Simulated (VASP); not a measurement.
# Si4S in VASP: further runs

The runs below take Si4S through single point, with PBE.

Program: VASP 6.6.1. These are calculated values, not measurements. Logs are shortened: lines on timing, memory, paths and dates and some standing lists are left out, and cuts for length are marked.

## Step 1: The cell of the first run

The cell holds a slab with vacuum, 5 atoms: a = 3.868 Å, b = 3.868 Å, c = 19.612 Å, α = 90.00°, β = 90.00°, γ = 90.00°.

## Step 2: Single point, PBE, collinear spin

The input, INCAR:

```
ALGO = Normal ; DIPOL = 0.5 0.5 0.346
EDIFF = 1E-7 ; ENCUT = 520
GGA = PE ; IDIPOL = 3
ISIF = 2 ; ISMEAR = 0
ISPIN = 2 ; LASPH = T
LCHARG = T ; LDIPOL = T
LELF = T ; LORBIT = 11
LREAL = F ; LVACPOTAV = T
LVHAR = T ; LWAVE = F
MAGMOM = 0 0 0 0 2 ; NBANDS = 23
NELM = 150 ; PREC = Accurate
SIGMA = 0.05
```

The input, KPOINTS:

```
k-points
0
Gamma
  7 7 1
```

The input, POSCAR:

```
Si4S
1.0
    3.8675355712      0.0000000000      0.0000000000
    0.0000000000      3.8675355712      0.0000000000
    0.0000000000      0.0000000000     19.6115149722
Si S
4 1
Direct
    0.0000000000      0.5000000000      0.2039618054
    0.0000000000      0.0000000000      0.2736851448
    0.5000000000      0.0000000000      0.3452315372
    0.5000000000      0.5000000000      0.4136098095
    0.5000000000      0.8333333333      0.4953313946
```

Potentials or basis: VASP PAW PBE potentials, release 64 (Si, S).

The run is started by

```bash
> cat potpaw_PBE.64/Si/POTCAR potpaw_PBE.64/S/POTCAR > POTCAR
> mpirun -np 1 vasp_std > vasp.out
```

OUTCAR:

```text
EDIFF = 1E-7
   ENCUT = 520
   GGA = PE
   ISIF = 2
   ISMEAR = 0
   ISPIN = 2
   LASPH = T
   LORBIT = 11
   LREAL = F
   NELM = 150
   PREC = Accurate

 ion  position               nearest neighbor table
   1  0.000  0.500  0.204-   2 2.37   2 2.37
   2  0.000  0.000  0.274-   1 2.37   1 2.37   3 2.39   3 2.39
   3  0.500  0.000  0.345-   4 2.35   4 2.35   2 2.39   2 2.39
   4  0.500  0.500  0.414-   5 2.06   3 2.35   3 2.35
   5  0.500  0.833  0.495-   4 2.06

  LATTYP: Found a simple tetragonal cell.
 ALAT       =     3.8675355712
 C/A-ratio  =     5.0708040330

  Lattice vectors:

 A1 = (   3.8675355712,   0.0000000000,   0.0000000000)
 A2 = (   0.0000000000,   3.8675355712,   0.0000000000)
 A3 = (   0.0000000000,   0.0000000000,  19.6115149722)

Analysis of symmetry for initial positions (statically):
=====================================================================
 Subroutine PRICEL returns:
 Original cell was already a primitive cell.

 Routine SETGRP: Setting up the symmetry group for a
 simple tetragonal supercell.

 Subroutine GETGRP returns: Found  2 space group operations
 (whereof  2 operations were pure point group operations)
 out of a pool of 16 trial point group operations.

The static configuration has the point symmetry C_1h.

Analysis of symmetry for dynamics (positions and initial velocities):
=====================================================================
 Subroutine PRICEL returns:
 Original cell was already a primitive cell.

 Routine SETGRP: Setting up the symmetry group for a
 simple tetragonal supercell.

 Subroutine GETGRP returns: Found  2 space group operations
 (whereof  2 operations were pure point group operations)
 out of a pool of 16 trial point group operations.

The dynamic configuration has the point symmetry C_1h.

Analysis of structural, dynamic, and magnetic symmetry:
=====================================================================
 Subroutine PRICEL returns:
 Original cell was already a primitive cell.

 Routine SETGRP: Setting up the symmetry group for a
 simple tetragonal supercell.

 Subroutine GETGRP returns: Found  2 space group operations
 (whereof  2 operations were pure point group operations)
 out of a pool of 16 trial point group operations.

The overall configuration has the point symmetry C_1h.

 Subroutine INISYM returns: Found  2 space group operations
 (whereof  2 operations are pure point group operations),
 and found     1 'primitive' translations

----------------------------------------------------------------------------------------

                                     Primitive cell

  volume of cell :     293.3457

  direct lattice vectors                    reciprocal lattice vectors
     3.867535571  0.000000000  0.000000000     0.258562586  0.000000000  0.000000000
     0.000000000  3.867535571  0.000000000     0.000000000  0.258562586  0.000000000
     0.000000000  0.000000000 19.611514972     0.000000000  0.000000000  0.050990451

  length of vectors
     3.867535571  3.867535571 19.611514972     0.258562586  0.258562586  0.050990451

  position of ions in fractional coordinates (direct lattice)
     0.000000000  0.500000000  0.203961805
     0.000000000  0.000000000  0.273685145
     0.500000000  0.000000000  0.345231537
     0.500000000  0.500000000  0.413609810
     0.500000000  0.833333333  0.495331395

  ion indices of the primitive-cell ions
   primitive index   ion index
                 1           1
                 2           2
                 3           3
                 4           4
                 5           5

----------------------------------------------------------------------------------------

 KPOINTS: k-points

Automatic generation of k-mesh.
 Grid dimensions read from file:
 generate k-points for:    7    7    1

 Generating k-lattice:

  Cartesian coordinates                     Fractional coordinates (reciprocal lattice)
     0.036937512  0.000000000  0.000000000     0.142857143  0.000000000  0.000000000
     0.000000000  0.036937512  0.000000000     0.000000000  0.142857143  0.000000000
     0.000000000  0.000000000  0.050990451     0.000000000  0.000000000  1.000000000

  Length of vectors
     0.036937512  0.036937512  0.050990451

  Shift w.r.t. Gamma in fractional coordinates (k-lattice)
     0.000000000  0.000000000  0.000000000

 Subroutine IBZKPT returns following result:
 ===========================================

 Found     16 irreducible k-points:

 Following reciprocal coordinates:
            Coordinates               Weight
  0.000000  0.000000  0.000000      1.000000
  0.142857  0.000000  0.000000      2.000000
  0.000000  0.142857  0.000000      2.000000
  0.285714  0.000000  0.000000      2.000000
  0.000000  0.285714  0.000000      2.000000
  0.428571  0.000000  0.000000      2.000000
[... 8 lines left out ...]
 -0.285714  0.428571  0.000000      4.000000
  0.428571  0.428571  0.000000      4.000000
   k-points           NKPTS =     16   k-points in BZ     NKDIM =     16   number of bands    NBANDS=     23
   number of dos      NEDOS =    301   number of ions     NIONS =      5
   total plane-waves  NPLWV = 135000
   dimension x,y,z NGX =    30 NGY =   30 NGZ =  150
   dimension x,y,z NGXF=    60 NGYF=   60 NGZF=  300
   ions per type =               4   1
   NGX,Y,Z   is equivalent  to a cutoff of  12.90, 12.90, 12.72 a.u.
   NGXF,Y,Z  is equivalent  to a cutoff of  25.79, 25.79, 25.43 a.u.
 SYSTEM =  unknown system
   PREC   = accura    normal or accurate (medium, high low for compatibility)
   ISTART =      0    job   : 0-new  1-cont  2-samecut
   ICHARG =      2    charge: 1-file 2-atom 10-const
   ISPIN  =      2    spin polarized calculation?
   LNONCOLLINEAR =      F non collinear calculations
   LSORBIT =      F    spin-orbit coupling
   LASPH  =      T    aspherical Exc in radial PAW
   ENCUT  =  520.0 eV  38.22 Ry    6.18 a.u.   7.19  7.19 36.46*2*pi/ulx,y,z
   NELM   =    150;   NELMIN=  2; NELMDL= -5     # of ELM steps
   EDIFF  = 0.1E-06   stopping-criterion for ELM
   LREAL  =      F    real-space projection
   EDIFFG = 0.1E-05   stopping-criterion for IOM
   NSW    =      0    number of steps for IOM
   IBRION =     -1    ionic relax: 0-MD 1-quasi-New 2-CG
   NFREE  =      0    steps in history (QN), initial steepest desc. (CG)
   ISIF   =      2    stress and relaxation
   ISYM   =      2    0-nonsym 1-usesym 2-fastsym
   POTIM  = 0.5000    time-step for ionic-motion
   TEBEG  =    0.0;   TEEND  =   0.0 temperature during run
   PSTRESS=    0.0 pullay stress
   NELECT =      22.0000    total number of electrons
   NUPDOWN=      -1.0000    fix difference up-down
   EMIN   =  10.00;   EMAX   =-10.00  energy-range for DOS
   EFERMI =   0.00;   METHOD = LEGACY
   ISMEAR =     0;   SIGMA  =   0.05  broadening in eV -4-tet -1-fermi 0-gaus
   EFERMI_NEDOS =   21; number of points for ismear=-14 and -15
   IALGO  =     38    algorithm
   IMIX   =      4    mixing-type and parameters
     AMIX     =   0.40;   BMIX     =  1.00
     AMIX_MAG =   1.60;   BMIX_MAG =  1.00
  volume/ion in A,a.u.               =      58.67       395.92
  Fermi-wavevector in a.u.,A,eV,Ry     =   0.690381  1.304632  6.484898  0.476627
  Thomas-Fermi vector in A             =   1.771734
   LORBIT       =     11    0 simple, 1 ext, 2 COOP (PROOUT), +10 PAW based schemes
   GGA     = PE    functional components
   LHFCALC =     F    Hartree Fock is set to
   AEXX    =    0.0000 exact exchange contribution
   IVDW    =     0    specifies the selected vdW correction
   LEPSILON=     F    determine dielectric tensor
   LRPA    =     F    only Hartree local field effects (RPA)
 spin polarized calculation
 Gauss-broadening in eV      SIGMA  =   0.05
  energy-cutoff  :      520.00
  volume of cell :      293.35
 maximum number of plane-waves:      7922
 NGX is ok and might be reduce to    30
   NGX = 15   NGY = 15   NGZ = 73

 dipolmoment           0.000000      0.000000     -0.003061 electrons x Angstroem

 number of electron      21.9999997 magnetization       0.1813981

 dipolmoment           0.000000      0.000000      0.043826 electrons x Angstroem

 Free energy of the ion-electron system (eV)
  ---------------------------------------------------
  ext. energy  EPLUGINS =         0.00000000
  ---------------------------------------------------
  free energy    TOTEN  =       -22.84764928 eV

  energy without entropy =      -22.84256828  energy(sigma->0) =      -22.84510878

 E-fermi :  -1.6832     XC(G=0):  -4.1743

 val. band max:       -1.7252273709   @ k =   0.1429   0.1429   0.0000
 cond. band min:      -1.6744957288   @ k =   0.4286   0.2857   0.0000
 fundamental gap:      0.0507316420
 Fermi energy:        -1.6831848896

 spin component 1

 k-point     1 :       0.0000    0.0000    0.0000
  band No.  band energies     occupation
      1     -14.9354      1.00000
      2     -12.5381      1.00000
      3     -10.3313      1.00000
      4      -7.3311      1.00000
      5      -5.1637      1.00000
      6      -3.9633      1.00000
[... 405 lines left out ...]
     22       6.5234      0.00000
     23       6.9657      0.00000
 Fermi energy:        -1.6831848896

 spin component 2

 k-point     1 :       0.0000    0.0000    0.0000
  band No.  band energies     occupation
      1     -14.9105      1.00000
      2     -12.5168      1.00000
      3     -10.2930      1.00000
      4      -7.2931      1.00000
      5      -5.1405      1.00000
      6      -3.9292      1.00000
[... 405 lines left out ...]
     22       6.5485      0.00000
     23       6.9931      0.00000

------------------------ aborting loop because EDIFF is reached ----------------------------------------

  FORCE on cell =-STRESS in cart. coord.  units (eV):
  Direction    XX          YY          ZZ          XY          YZ          ZX
  --------------------------------------------------------------------------------------
  -------------------------------------------------------------------------------------
  Total       -1.7255272     -2.4063888      0.2582558      0.0000000     -1.5000934      0.0000000
  in kB       -9.4243760    -13.1430633      1.4105254      0.0000000     -8.1931162      0.0000000
  external PRESSURE =      -7.0523046 kB  Pullay stress =       0.0000000 kB

 VOLUME and BASIS-vectors are now :
 -----------------------------------------------------------------------------
  energy-cutoff  :      520.00
  volume of cell :      293.35
      direct lattice vectors                 reciprocal lattice vectors
     3.867535571  0.000000000  0.000000000     0.258562586  0.000000000  0.000000000
     0.000000000  3.867535571  0.000000000     0.000000000  0.258562586  0.000000000
     0.000000000  0.000000000 19.611514972     0.000000000  0.000000000  0.050990451

 POSITION                                       TOTAL-FORCE (eV/Angst)
 -----------------------------------------------------------------------------------
      0.00000      1.93377      4.00000         0.000000     -0.009238      0.077423
      0.00000      0.00000      5.36738         0.000000      0.249001     -0.020562
      1.93377      0.00000      6.77051         0.000000     -0.221516     -0.449500
      1.93377      1.93377      8.11151         0.000000      0.700299      0.434876
      1.93377      3.22295      9.71420         0.000000     -0.718546     -0.042238
 -----------------------------------------------------------------------------------
    total drift:                                0.000000      0.000010      0.000135

  FREE ENERGIE OF THE ION-ELECTRON SYSTEM (eV)
  ---------------------------------------------------
  free  energy   TOTEN  =       -22.8476492808 eV

  energy  without entropy=      -22.8425682831  energy(sigma->0) =      -22.84510878

 vacuum level on the upper side and lower side of the slab         4.088         3.558

 total charge

# of ion       s       p       d       tot
------------------------------------------
    1        0.868   0.707   0.000   1.575
    2        0.773   0.891   0.000   1.664
    3        0.795   0.854   0.000   1.649
    4        0.784   0.816   0.000   1.600
    5        1.372   2.292   0.000   3.664
--------------------------------------------------
tot          4.592   5.560   0.000  10.152

 magnetization (x)

# of ion       s       p       d       tot
------------------------------------------
    1        0.002   0.018   0.000   0.020
    2        0.000   0.006   0.000   0.006
    3       -0.000   0.004   0.000   0.003
    4        0.002   0.020   0.000   0.022
    5        0.001   0.016   0.000   0.017
--------------------------------------------------
tot          0.005   0.064   0.000   0.069
```

Run time: 18 min. Hardware: 1 thread of Intel Xeon 8259CL, shared host; peak memory 0.54 GiB.

Results:

| Property | Result |
| --- | --- |
| Free energy | -22.8476 eV |
| Largest force | 0.824 eV/Å |
| Net moment | 0.18 μB per cell |
| Site moments | Si +0.02, +0.01, +0.00 (each value once); S +0.02 μB |
| Valence electrons inside the program's atomic spheres | Si 1.57, 1.66, 1.65, 1.60; S 3.66 |

Forces on the atoms (eV/Å):
```
Si   0.000 -0.009  0.077
Si   0.000  0.249 -0.021
Si   0.000 -0.222 -0.450
Si   0.000  0.700  0.435
S    0.000 -0.719 -0.042
```

## Step 3: Single point, PBE, collinear spin

The input, INCAR:

```
SYSTEM = Si4S
PREC = Accurate
ENCUT = 520
EDIFF = 1E-6
ISMEAR = 0
SIGMA = 0.05
LREAL = .False.
LASPH = .True.
NELM = 150
ALGO = Normal
ISIF = 2
LWAVE = .False.
LCHARG = .False.
ISPIN = 2
MAGMOM = 0 0 0 0 2
LORBIT = 11
LDIPOL = .True.
IDIPOL = 3
DIPOL = 0.5 0.5 0.346
GGA = PE
NBANDS = 23
```

The input, KPOINTS:

```
regular mesh
0
Gamma
  7 7 1
  0 0 0
```

POSCAR: that of step 2 with these lines changed.

```diff
@@ -12,2 +12,2 @@
     0.5000000000      0.5000000000      0.4136098095
-    0.5000000000      0.8333333333      0.4953313946
+    0.8333333333      0.5000000000      0.4926349874
```

Potentials or basis: VASP PAW PBE potentials, release 64 (Si, S).

The run is started by

```bash
> cat potpaw_PBE.64/Si/POTCAR potpaw_PBE.64/S/POTCAR > POTCAR
> mpirun -np 1 vasp_std > vasp.out
```

OUTCAR:

```text
SYSTEM = Si4S
   PREC = Accurate
   ENCUT = 520
   EDIFF = 1E-6
   ISMEAR = 0
   LREAL = .False.
   LASPH = .True.
   NELM = 150
   ISIF = 2
   ISPIN = 2
   LORBIT = 11
   GGA = PE

 ion  position               nearest neighbor table
   1  0.000  0.500  0.204-   2 2.37   2 2.37
   2  0.000  0.000  0.274-   1 2.37   1 2.37   3 2.39   3 2.39
   3  0.500  0.000  0.345-   4 2.35   4 2.35   2 2.39   2 2.39
   4  0.500  0.500  0.414-   5 2.02   3 2.35   3 2.35
   5  0.833  0.500  0.493-   4 2.02

  LATTYP: Found a simple tetragonal cell.
 ALAT       =     3.8675355712
 C/A-ratio  =     5.0708040330

  Lattice vectors:

 A1 = (   3.8675355712,   0.0000000000,   0.0000000000)
 A2 = (   0.0000000000,   3.8675355712,   0.0000000000)
 A3 = (   0.0000000000,   0.0000000000,  19.6115149722)
[... 1058 lines left out ...]
      0.00000      1.93377      4.00000         0.083817      0.000000     -0.177591
      0.00000      0.00000      5.36738        -0.043472      0.000000      0.462768
      1.93377      0.00000      6.77051        -0.477312      0.000000     -0.412606
      1.93377      1.93377      8.11151        -0.563272      0.000000      0.153402
      3.22295      1.93377      9.66132         1.000238      0.000000     -0.025972
 -----------------------------------------------------------------------------------
    total drift:                                0.000067     -0.000000      0.000066

  FREE ENERGIE OF THE ION-ELECTRON SYSTEM (eV)
  ---------------------------------------------------
  free  energy   TOTEN  =       -23.5719208013 eV

  energy  without entropy=      -23.5673970145  energy(sigma->0) =      -23.56965891

 vacuum level on the upper side and lower side of the slab         3.867         3.486

 total charge

# of ion       s       p       d       tot
------------------------------------------
    1        0.866   0.710   0.000   1.576
    2        0.764   0.902   0.000   1.666
    3        0.771   0.899   0.000   1.670
    4        0.780   0.831   0.000   1.611
    5        1.366   2.322   0.000   3.688
--------------------------------------------------
tot          4.547   5.664   0.000  10.211

 magnetization (x)

# of ion       s       p       d       tot
------------------------------------------
    1        0.005   0.038   0.000   0.043
    2        0.001   0.009   0.000   0.010
    3        0.001   0.019   0.000   0.019
    4       -0.000   0.006   0.000   0.006
    5        0.001   0.037   0.000   0.038
--------------------------------------------------
tot          0.007   0.109   0.000   0.116
```

OSZICAR:

```text
N       E                     dE             d eps       ncg     rms          rms(c)
DAV:   1     0.996642378695E+02    0.99664E+02   -0.70238E+03  1472   0.689E+02
DAV:   2    -0.118228224279E+02   -0.11149E+03   -0.10743E+03  2058   0.128E+02
DAV:   3    -0.232234313007E+02   -0.11401E+02   -0.11206E+02  1901   0.397E+01
[... 21 lines left out ...]
DAV:  25    -0.235719004938E+02   -0.11050E-04   -0.12642E-06  1625   0.433E-03    0.175E-03
DAV:  26    -0.235719124043E+02   -0.11910E-04   -0.10365E-06  1651   0.370E-03    0.132E-03
DAV:  27    -0.235719168659E+02   -0.44616E-05   -0.38561E-07  1608   0.259E-03    0.120E-03
DAV:  28    -0.235719201353E+02   -0.32694E-05   -0.40567E-07  1620   0.261E-03    0.800E-04
DAV:  29    -0.235719208013E+02   -0.66597E-06   -0.97395E-08  1443   0.188E-03
   1 F= -.23571921E+02 E0= -.23569659E+02  d E =-.452379E-02  mag=     0.2680
```

Run time: 14 min. Hardware: 1 thread of Intel Xeon 8259CL, shared host; peak memory 0.53 GiB.

Results:

- Free energy: -23.5719 eV
- Largest force: 1.001 eV/Å
- Net moment: 0.27 μB per cell
- Site moments: Si +0.04, +0.01, +0.02 (each value once); S +0.04 μB
- Valence electrons inside the program's atomic spheres: Si 1.58, 1.67, 1.61 (each value once); S 3.69

Forces on the atoms (eV/Å):
```
Si   0.084  0.000 -0.178
Si  -0.043  0.000  0.463
Si  -0.477  0.000 -0.413
Si  -0.563  0.000  0.153
S    1.000  0.000 -0.026
```

Caveat: a moment this small can come from the mesh or the smearing.
